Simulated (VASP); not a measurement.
# B4N3 (P-6m2) in VASP: a series of runs, part 2 of 2

VASP 6.6.1.

### Step 3. Relaxation of cell and atoms, PBE

This run uses another cell than the first one, of 9.49 Å³/atom.

INCAR

```
PREC = Accurate
ENCUT = 600
EDIFF = 1E-7
ISMEAR = 0
SIGMA = 0.1
LREAL = False
LASPH = True
NELM = 80
ALGO = Normal
ISIF = 3
LWAVE = False
LCHARG = False
GGA = PE
IBRION = 2
NSW = 80
EDIFFG = -0.001
```

KPOINTS

```
Automatic mesh
0
Gamma
  6 6 10
```

POSCAR

```
B4N3
1.0
    4.8550374129      0.0000000000      0.0000000000
   -2.4275187065      4.2045857359      0.0000000000
    0.0000000000      0.0000000000      3.2553016939
B N
4 3
Direct
    0.5093135203      0.0186270406      0.0000000000
    0.9813729594      0.4906864797      0.0000000000
    0.5093135203      0.4906864797      0.0000000000
    0.0000000000      0.0000000000      0.0000000000
    0.1662105039      0.8337894961      0.0000000000
    0.6675789923      0.8337894961      0.0000000000
    0.1662105039      0.3324210077      0.0000000000
```

Potentials or basis: VASP PAW PBE potentials, release 64 (B, N).

Started as:

```
cat potpaw_PBE.64/B/POTCAR potpaw_PBE.64/N/POTCAR > POTCAR
mpirun -np 1 vasp_std > vasp.out
```

OUTCAR:

```text
PREC = Accurate
   ENCUT = 600
   EDIFF = 1E-7
   ISMEAR = 0
   LREAL = False
   LASPH = True
   NELM = 80
   ISIF = 3
   GGA = PE
   IBRION = 2
   NSW = 80
   EDIFFG = -0.001

 ion  position               nearest neighbor table
   1  0.509  0.019  0.000-   5 1.44   6 1.44
   2  0.981  0.491  0.000-   5 1.44   7 1.44
   3  0.509  0.491  0.000-   7 1.44   6 1.44
   4  0.000  0.000  0.000-   6 1.40   7 1.40   5 1.40
   5  0.166  0.834  0.000-   4 1.40   1 1.44   2 1.44
   6  0.668  0.834  0.000-   4 1.40   3 1.44   1 1.44
   7  0.166  0.332  0.000-   4 1.40   3 1.44   2 1.44

  LATTYP: Found a hexagonal cell.
 ALAT       =     4.8550374129
 C/A-ratio  =     0.6704998164

  Lattice vectors:

 A1 = (   4.8550374129,   0.0000000000,   0.0000000000)
 A2 = (  -2.4275187065,   4.2045857359,   0.0000000000)
 A3 = (   0.0000000000,   0.0000000000,   3.2553016939)

Analysis of symmetry for initial positions (statically):
=====================================================================
 Subroutine PRICEL returns:
 Original cell was already a primitive cell.

 Routine SETGRP: Setting up the symmetry group for a
 hexagonal supercell.

 Subroutine GETGRP returns: Found 12 space group operations
 (whereof 12 operations were pure point group operations)
 out of a pool of 24 trial point group operations.

The static configuration has the point symmetry D_3h.

Analysis of symmetry for dynamics (positions and initial velocities):
=====================================================================
 Subroutine PRICEL returns:
 Original cell was already a primitive cell.

 Routine SETGRP: Setting up the symmetry group for a
 hexagonal supercell.

 Subroutine GETGRP returns: Found 12 space group operations
 (whereof 12 operations were pure point group operations)
 out of a pool of 24 trial point group operations.

The dynamic configuration has the point symmetry D_3h.

 Subroutine INISYM returns: Found 12 space group operations
 (whereof 12 operations are pure point group operations),
 and found     1 'primitive' translations

----------------------------------------------------------------------------------------

                                     Primitive cell

  volume of cell :      66.4518

  direct lattice vectors                    reciprocal lattice vectors
     4.855037413  0.000000000  0.000000000     0.205971636  0.118917780  0.000000000
    -2.427518706  4.204585736  0.000000000     0.000000000  0.237835559  0.000000000
     0.000000000  0.000000000  3.255301694     0.000000000  0.000000000  0.307191190

  length of vectors
     4.855037413  4.855037413  3.255301694     0.237835559  0.237835559  0.307191190

  position of ions in fractional coordinates (direct lattice)
     0.509313520  0.018627041  0.000000000
     0.981372959  0.490686480  0.000000000
     0.509313520  0.490686480  0.000000000
     0.000000000  0.000000000  0.000000000
     0.166210504  0.833789496  0.000000000
     0.667578992  0.833789496  0.000000000
     0.166210504  0.332421008  0.000000000

[... 73 lines left out ...]
   ISTART =      0    job   : 0-new  1-cont  2-samecut
   ICHARG =      2    charge: 1-file 2-atom 10-const
   ISPIN  =      1    spin polarized calculation?
   LNONCOLLINEAR =      F non collinear calculations
   LSORBIT =      F    spin-orbit coupling
   LASPH  =      T    aspherical Exc in radial PAW
   ENCUT  =  600.0 eV  44.10 Ry    6.64 a.u.   9.70  9.70  6.50*2*pi/ulx,y,z
   NELM   =     80;   NELMIN=  2; NELMDL= -5     # of ELM steps
   EDIFF  = 0.1E-06   stopping-criterion for ELM
   LREAL  =      F    real-space projection
   EDIFFG = -.1E-02   stopping-criterion for IOM
   NSW    =     80    number of steps for IOM
   IBRION =      2    ionic relax: 0-MD 1-quasi-New 2-CG
   NFREE  =      1    steps in history (QN), initial steepest desc. (CG)
   ISIF   =      3    stress and relaxation
   ISYM   =      2    0-nonsym 1-usesym 2-fastsym
   POTIM  = 0.5000    time-step for ionic-motion
   TEBEG  =    0.0;   TEEND  =   0.0 temperature during run
   PSTRESS=    0.0 pullay stress
   NELECT =      27.0000    total number of electrons
   NUPDOWN=      -1.0000    fix difference up-down
   EMIN   =  10.00;   EMAX   =-10.00  energy-range for DOS
   EFERMI =   0.00;   METHOD = LEGACY
   ISMEAR =     0;   SIGMA  =   0.10  broadening in eV -4-tet -1-fermi 0-gaus
   EFERMI_NEDOS =   21; number of points for ismear=-14 and -15
   IALGO  =     38    algorithm
   IMIX   =      4    mixing-type and parameters
     AMIX     =   0.40;   BMIX     =  1.00
     AMIX_MAG =   1.60;   BMIX_MAG =  1.00
  volume/ion in A,a.u.               =       9.49        64.06
  Fermi-wavevector in a.u.,A,eV,Ry     =   1.212533  2.291356 20.003795  1.470237
  Thomas-Fermi vector in A             =   2.348014
   LORBIT       =      0    0 simple, 1 ext, 2 COOP (PROOUT), +10 PAW based schemes
   GGA     = PE    functional components
   LHFCALC =     F    Hartree Fock is set to
   AEXX    =    0.0000 exact exchange contribution
   IVDW    =     0    specifies the selected vdW correction
   LEPSILON=     F    determine dielectric tensor
   LRPA    =     F    only Hartree local field effects (RPA)
 conjugate gradient relaxation of ions
 non-spin polarized calculation
 Gauss-broadening in eV      SIGMA  =   0.10
  energy-cutoff  :      600.00
  volume of cell :       66.45
 maximum number of plane-waves:      2245
 NGX is ok and might be reduce to    40
   NGX = 19   NGY = 19   NGZ = 13

--------------------------------------- Ionic step        1  -------------------------------------------

 number of electron      27.0000001 magnetization

 Free energy of the ion-electron system (eV)
  ---------------------------------------------------
  ext. energy  EPLUGINS =         0.00000000
  ---------------------------------------------------
  free energy    TOTEN  =       -54.78695185 eV

  energy without entropy =      -54.78470825  energy(sigma->0) =      -54.78583005

------------------------ aborting loop because EDIFF is reached ----------------------------------------

  FORCE on cell =-STRESS in cart. coord.  units (eV):
  Direction    XX          YY          ZZ          XY          YZ          ZX
  --------------------------------------------------------------------------------------
  -------------------------------------------------------------------------------------
  Total        0.0011343      0.0011343     -0.0867120     -0.0000000      0.0000000      0.0000000
  in kB        0.0273482      0.0273482     -2.0906563     -0.0000000      0.0000000      0.0000000
  external PRESSURE =      -0.6786533 kB  Pullay stress =       0.0000000 kB
[... 104 lines left out ...]
  FREE ENERGIE OF THE ION-ELECTRON SYSTEM (eV)
  ---------------------------------------------------
  free  energy   TOTEN  =       -54.7869934612 eV

  energy  without entropy=      -54.7847545525  energy(sigma->0) =      -54.78587401

[... ionic steps 4 to 14 ...]

--------------------------------------- Ionic step       15  -------------------------------------------

 number of electron      27.0000001 magnetization

------------------------ aborting loop because EDIFF is reached ----------------------------------------
[... 77 lines left out ...]
--------------------------------------- Ionic step       17  -------------------------------------------

 number of electron      27.0000001 magnetization

 Free energy of the ion-electron system (eV)
  ---------------------------------------------------
  ext. energy  EPLUGINS =         0.00000000
  ---------------------------------------------------
  free energy    TOTEN  =       -54.78712458 eV

  energy without entropy =      -54.78491315  energy(sigma->0) =      -54.78601887

 E-fermi :   4.9555     XC(G=0): -10.1200

 val. band max:        4.8980548363   @ k =   0.5000  -0.0000   0.1000
 cond. band min:       5.0747958540   @ k =   0.3333   0.3333   0.3000
 fundamental gap:      0.1767410177
 Fermi energy:         4.9554999128

 k-point     1 :       0.0000    0.0000    0.0000
  band No.  band energies     occupation
      1     -15.7413      2.00000
      2     -12.8412      2.00000
      3     -12.8412      2.00000
      4      -7.1759      2.00000
      5      -6.4014      2.00000
      6      -6.4014      2.00000
[... 457 lines left out ...]
      4      -6.7977      2.00000
      5      -5.2720      2.00000
      6      -5.2029      2.00000
[... 9 lines left out ...]
     16       6.9948      0.00000
     17       8.1833      0.00000

 [... further k-points ...]

------------------------ aborting loop because EDIFF is reached ----------------------------------------

  FORCE on cell =-STRESS in cart. coord.  units (eV):
  Direction    XX          YY          ZZ          XY          YZ          ZX
  --------------------------------------------------------------------------------------
  -------------------------------------------------------------------------------------
  Total       -0.0054746     -0.0054746     -0.0051735      0.0000000      0.0000000      0.0000000
  in kB       -0.1325306     -0.1325306     -0.1252420      0.0000000      0.0000000      0.0000000
  external PRESSURE =      -0.1301011 kB  Pullay stress =       0.0000000 kB
[... 22 lines left out ...]
  FREE ENERGIE OF THE ION-ELECTRON SYSTEM (eV)
  ---------------------------------------------------
  free  energy   TOTEN  =       -54.7871245804 eV

  energy  without entropy=      -54.7849131515  energy(sigma->0) =      -54.78601887

 reached required accuracy - stopping structural energy minimisation
```

Run time: 3.3 min. Hardware: 1 thread of Intel Xeon 6975P-C (Granite Rapids), shared host; peak memory 0.22 GiB.

Results:

```
Free energy                           : -54.7871 eV
Relaxed volume                        : 9.45 Å³/atom
Relaxed cell                          : a = 4.854 Å, b = 4.854 Å, c = 3.243 Å, α = 90.00°, β = 90.00°, γ = 120.00°
Space group after relaxing (to 0.1 Å) : P-6m2 (No. 187)
Energy gained by relaxing             : 0.0 meV/atom
Ionic steps                           : 17
Pressure after relaxing               : 0.0 GPa
Band gap on the k mesh                : zero (an odd number of electrons rules out a gap without spin polarisation)
```

The path:
```
step  energy change (eV)  largest force (eV/Å)  pressure (GPa)  volume (Å³)
   1              0.0000                0.0141           -0.07        66.45
   2              0.0000                0.0184           -0.13        66.41
   3              0.0000                0.0220           -0.15        66.41
   4             -0.0001                0.0153           -0.11        66.38
   5             -0.0001                0.0138           -0.03        66.29
   6             -0.0001                0.0146           -0.01        66.27
   7             -0.0001                0.0100            0.02        66.25
   8             -0.0001                0.0061            0.05        66.23
   9             -0.0001                0.0226            0.13        66.19
  10             -0.0001                0.0129            0.08        66.21
  11             -0.0002                0.0099            0.06        66.20
  12             -0.0002                0.0014            0.01        66.19
  13             -0.0002                0.0016            0.00        66.18
  14             -0.0002                0.0018           -0.01        66.18
  15             -0.0002                0.0017            0.00        66.18
  16             -0.0002                0.0011           -0.01        66.18
  17             -0.0002                0.0004           -0.01        66.18
```

Final structure:
```
B N
1.0
     4.85444    0.00000    0.00000
    -2.42722    4.20407    0.00000
     0.00000    0.00000    3.24292
B N
4 3
Cartesian
  2.4272 0.0790 0.0000
  3.5725 2.0626 0.0000
  1.2820 2.0626 3.2429
  -2.4272 4.2041 0.0000
  -1.2170 3.5053 0.0000
  1.2170 3.5053 0.0000
  0.0000 1.3975 0.0000
```

Levels at points of the mesh, in eV from the Fermi level:
| k point | band 9 | band 10 | band 11 | band 12 | band 13 | band 14 | band 15 | band 16 | band 17 |
| --- | --- | --- | --- | --- | --- | --- | --- | --- | --- |
| (0.00, 0.00, 0.00) | -6.70 | -5.43 | -5.43 | -3.11 | -3.11 | 2.52 | 3.05 | 3.05 | 3.36 |
| (0.50, 0.00, 0.00) | -5.71 | -5.71 | -5.07 | -4.80 | -3.27 | -0.17 | 1.77 | 1.92 | 4.42 |
| (0.00, 0.00, 0.50) | -6.51 | -5.35 | -5.35 | -4.50 | -4.50 | -0.49 | 0.79 | 0.79 | 3.17 |
| (0.50, 0.00, 0.50) | -7.79 | -6.89 | -5.64 | -4.82 | -4.49 | -1.63 | 0.89 | 2.12 | 2.85 |

Caveat: this functional lacks dispersion, which binds layers or chains, so the pressure and a relaxed spacing across them are unreliable; an odd number of electrons without spin polarisation forces a metal; a magnetic or distorted state may lie lower.

The gap in the log of VASP goes by the Fermi energy; the results here count the filled bands.